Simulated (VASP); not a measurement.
Fe, 2 atoms in the cell. It takes space group P6_3/mmc (No. 194, hexagonal). The conventional cell has a = 2.434 Å, b = 2.434 Å, c = 3.842 Å, α = 90.00°, β = 90.00°, γ = 120.00°. Within 3.1 Å of Fe (site symmetry -6m2) lie 12 Fe at 2.38 to 2.43 Å. This isn't the form of Fe at room conditions, which is bcc.

| Item | Value |
| --- | --- |
| Program | VASP 6.6.1 |
| Task | single point |
| Functional | PBE |
| Potentials or basis | VASP PAW PBE potentials, release 64 (Fe) |
| Cutoff | 520 eV |
| k mesh | 12 × 12 × 7 |
| Occupations | gaussian, width 0.015 eV |
| Spin | collinear spin, ferromagnetic start |
| Starting moments | [3.0, 3.0] μB |
| Dipole correction | no |
| Further INCAR settings | ALGO = Normal; EDIFF = 1e-06; NBANDS = 19 |

Potentials or basis: VASP PAW PBE potentials, release 64 (Fe).

The run is started by

```bash
$ cat potpaw_PBE.64/Fe/POTCAR > POTCAR
$ mpirun -np 1 vasp_std > vasp.out
```

Hardware: 1 thread of Intel Xeon 8259CL, with other jobs on the host.

Q: How long does it take, and how much memory?

A: Run time: 100 s on 1 thread of Intel Xeon 8259CL, with other jobs on the host, peak memory 0.16 GiB. Counts: scf iterations 15, k points 76.
